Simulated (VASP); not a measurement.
# CrO2 in VASP: further runs, part 2 of 2

VASP 6.6.1. The steps go on from the part before.

## 4. Single point, PBE, collinear spin, ferromagnetic start (atoms moved at random)

The input, INCAR:

```
  ALGO = Normal
  EDIFF = 1E-6
  ENCUT = 600
  GGA = PE
  GGA_COMPAT = F
  ISIF = 2
  ISMEAR = -1
  ISPIN = 2
  KPAR = 4
  LASPH = T
  LCHARG = F
  LMAXMIX = 4
  LORBIT = 11
  LREAL = F
  LWAVE = F
  MAGMOM = 3 3 0 0 0 0
  NBANDS = 37
  NELM = 200
  PREC = Accurate
  SIGMA = 0.05
```

The input, KPOINTS:

```
k-points
0
Gamma
  6 6 9
```

The input, POSCAR:

```
CrO2
1.0
    4.4210000000      0.0000000000      0.0000000000
    0.0000000000      4.4210000000      0.0000000000
    0.0000000000      0.0000000000      2.9170000000
Cr O
2 4
Direct
    0.4954430000      0.4977630000      0.5022320000
   -0.0006800000      0.0088440000      0.0128170000
    0.8009280000      0.2026670000      0.5053670000
    0.7079600000      0.7004110000     -0.0056560000
    0.2048790000      0.8105410000      0.5158860000
    0.2976110000      0.3128790000     -0.0045420000
```

Potentials or basis: VASP PAW PBE potentials, release 64 (Cr_pv, O).

Launch:

```
> cat potpaw_PBE.64/Cr_pv/POTCAR potpaw_PBE.64/O/POTCAR > POTCAR
> mpirun -np 4 vasp_std > vasp.out
```

OUTCAR:

```text
EDIFF = 1E-6
   ENCUT = 600
   GGA = PE
   ISIF = 2
   ISMEAR = -1
   ISPIN = 2
   LASPH = T
   LORBIT = 11
   LREAL = F
   NELM = 200
   PREC = Accurate

 ion  position               nearest neighbor table
   1  0.495  0.498  0.502-   6 1.87   3 1.88   5 1.89   6 1.90   4 1.94   4 1.97
   2  0.999  0.009  0.013-   4 1.88   6 1.88   3 1.89   3 1.92   5 1.92   5 1.94
   3  0.801  0.203  0.505-   1 1.88   2 1.89   2 1.92
   4  0.708  0.700  0.994-   2 1.88   1 1.94   1 1.97
   5  0.205  0.811  0.516-   1 1.89   2 1.92   2 1.94
   6  0.298  0.313  0.995-   1 1.87   2 1.88   1 1.90

  LATTYP: Found a simple tetragonal cell.
 ALAT       =     4.4210000000
 C/A-ratio  =     0.6598054739

  Lattice vectors:

 A1 = (   4.4210000000,   0.0000000000,   0.0000000000)
 A2 = (   0.0000000000,   4.4210000000,   0.0000000000)
 A3 = (   0.0000000000,   0.0000000000,   2.9170000000)

Analysis of symmetry for initial positions (statically):
=====================================================================
 Subroutine PRICEL returns:
 Original cell was already a primitive cell.

[... 2085 lines left out ...]
  Total        0.8316933      1.2544882      0.8206601      0.0231937      0.0780839     -0.2029397
  in kB       23.3720237     35.2532952     23.0619723      0.6517821      2.1942943     -5.7029575
  external PRESSURE =      27.2290970 kB  Pullay stress =       0.0000000 kB

 VOLUME and BASIS-vectors are now :
 -----------------------------------------------------------------------------
  energy-cutoff  :      600.00
  volume of cell :       57.01
      direct lattice vectors                 reciprocal lattice vectors
     4.421000000  0.000000000  0.000000000     0.226193169  0.000000000  0.000000000
     0.000000000  4.421000000  0.000000000     0.000000000  0.226193169  0.000000000
     0.000000000  0.000000000  2.917000000     0.000000000  0.000000000  0.342817964

 POSITION                                       TOTAL-FORCE (eV/Angst)
 -----------------------------------------------------------------------------------
      2.19035      2.20061      1.46501         0.604033      0.991706     -0.237011
      4.41799      0.03910      0.03739         0.019171     -0.656815     -0.157795
      3.54090      0.89599      1.47416         0.024695     -0.180364     -0.016473
      3.12989      3.09652      2.90050        -0.502989     -0.299458      0.393938
      0.90577      3.58340      1.50484        -0.230590      0.261941     -0.407215
      1.31574      1.38324      2.90375         0.085680     -0.117010      0.424556
 -----------------------------------------------------------------------------------
    total drift:                                0.000401      0.000799     -0.000162

  FREE ENERGIE OF THE ION-ELECTRON SYSTEM (eV)
  ---------------------------------------------------
  free  energy   TOTEN  =       -50.2951355232 eV

  energy  without entropy=      -50.2835570926  energy(sigma->0) =      -50.28934631

 total charge

# of ion       s       p       d       tot
------------------------------------------
    1        0.365   6.462   4.031  10.858
    2        0.366   6.465   4.030  10.861
    3        1.569   3.472   0.000   5.041
    4        1.568   3.452   0.000   5.020
    5        1.568   3.460   0.000   5.028
    6        1.570   3.478   0.000   5.048
--------------------------------------------------
tot          7.007  26.788   8.060  41.855

 magnetization (x)

# of ion       s       p       d       tot
------------------------------------------
    1        0.024   0.032   2.044   2.100
    2        0.024   0.032   2.031   2.087
    3       -0.003  -0.071   0.000  -0.074
    4       -0.002  -0.067   0.000  -0.069
    5       -0.002  -0.068   0.000  -0.070
    6       -0.003  -0.073   0.000  -0.076
--------------------------------------------------
tot          0.038  -0.216   4.076   3.898
```

stdout:

```text
POSCAR found type information on POSCAR CrO
 POSCAR found :  2 types and       6 ions
 scaLAPACK will be used
 LDA part: xc-table for (Slater+PW92), standard interpolation
 POSCAR, INCAR and KPOINTS ok, starting setup
 FFT: planning ... GRIDC
 FFT: planning ... GRID_SOFT
 FFT: planning ... GRID
 WAVECAR not read
 entering main loop
```

Run time: 2.1 min. Hardware: 4 MPI ranks of Intel Xeon Platinum 8488C (Sapphire Rapids), shared host; peak memory 0.62 GiB.

Results:

```
Free energy                                           : -50.2951 eV
Pressure                                              : 2.7 GPa
Largest force                                         : 1.185 eV/Å
Band gap on the k mesh                                : zero (filled and empty bands overlap)
Net moment                                            : 4.00 μB per cell
Site moments                                          : Cr +2.10, +2.09; O -0.07, -0.08 (each value once) μB
Valence electrons inside the program's atomic spheres : Cr 10.86; O 5.04, 5.02, 5.03, 5.05
```

Forces on the atoms (eV/Å):
```
Cr   0.604  0.992 -0.237
Cr   0.019 -0.657 -0.158
O    0.025 -0.180 -0.016
O   -0.503 -0.299  0.394
O   -0.231  0.262 -0.407
O    0.086 -0.117  0.425
```

Levels at points of the mesh, in eV from the Fermi level:
Spin up:
| k point | band 23 | band 24 | band 25 | band 26 | band 27 | band 28 | band 29 | band 30 |
| --- | --- | --- | --- | --- | --- | --- | --- | --- |
| (0.00, 0.00, 0.00) | -1.17 | -1.13 | -1.07 | -0.99 | -0.62 | 1.11 | 1.22 | 3.67 |
| (0.50, 0.00, 0.00) | -0.90 | -0.85 | -0.31 | -0.24 | 0.33 | 0.34 | 3.20 | 3.34 |
| (0.00, 0.50, 0.00) | -0.92 | -0.82 | -0.31 | -0.24 | 0.28 | 0.35 | 3.20 | 3.31 |
| (0.50, 0.50, 0.00) | -1.53 | -1.44 | -1.14 | -1.08 | 0.89 | 0.90 | 2.75 | 2.76 |
Spin down:
```tsv
k point	band 18	band 19	band 20	band 21	band 22	band 23	band 24	band 25	band 26	band 27
(0.00, 0.00, 0.00)	-3.39	-1.70	-1.45	-1.39	-0.88	0.88	0.93	1.17	1.20	1.22
(0.50, 0.00, 0.00)	-4.22	-2.88	-2.82	-1.73	-1.62	1.48	1.55	1.82	1.88	2.01
(0.00, 0.50, 0.00)	-4.12	-2.96	-2.79	-1.93	-1.58	1.48	1.56	1.83	1.88	1.99
(0.50, 0.50, 0.00)	-3.24	-2.53	-2.51	-2.27	-2.22	0.92	0.95	1.21	1.22	2.32
```

Caveat: the cell differs from its parent crystal (atoms moved at random); semilocal functionals often make such compounds metallic where correlation or magnetic order opens a gap, which also shifts bond lengths; the run started ferromagnetic, and an antiferromagnetic order may lie lower in energy; forces of over 1 eV/Å act on the atoms, so gaps and moduli don't describe the material at rest.

## 5. Summary

```csv
cell,cutoff (eV),gap on the mesh (eV),pressure (GPa),moment (μB),largest force (eV/Å)
"a = 4.479, b = 4.479, c = 2.955 Å, 6 atoms, atomic positions A",520,none,-6.2,4.00,0.33
"a = 4.508, b = 4.508, c = 2.974 Å, 6 atoms, atomic positions A",520,none,-10.0,4.00,0.36
"a = 4.421, b = 4.421, c = 2.917 Å, 6 atoms, atomic positions B",600,none,2.7,4.00,1.19
```

Alike in all rows: task single point; level PBE; potentials or basis VASP PAW PBE potentials, release 64 (Cr_pv, O); spin collinear, ferromagnetic start; k mesh 6 × 6 × 9; smearing fermi-dirac 0.05 eV.

Caveats: semilocal functionals often make such compounds metallic where correlation or magnetic order opens a gap, which also shifts bond lengths; the run started ferromagnetic, and an antiferromagnetic order may lie lower in energy; the cell stands under tension (at least some runs); forces of over 1 eV/Å act on the atoms, so gaps and moduli don't describe the material at rest (at least some runs).

Total energies depend on the potentials used, so only differences within one code and one set of settings carry meaning.
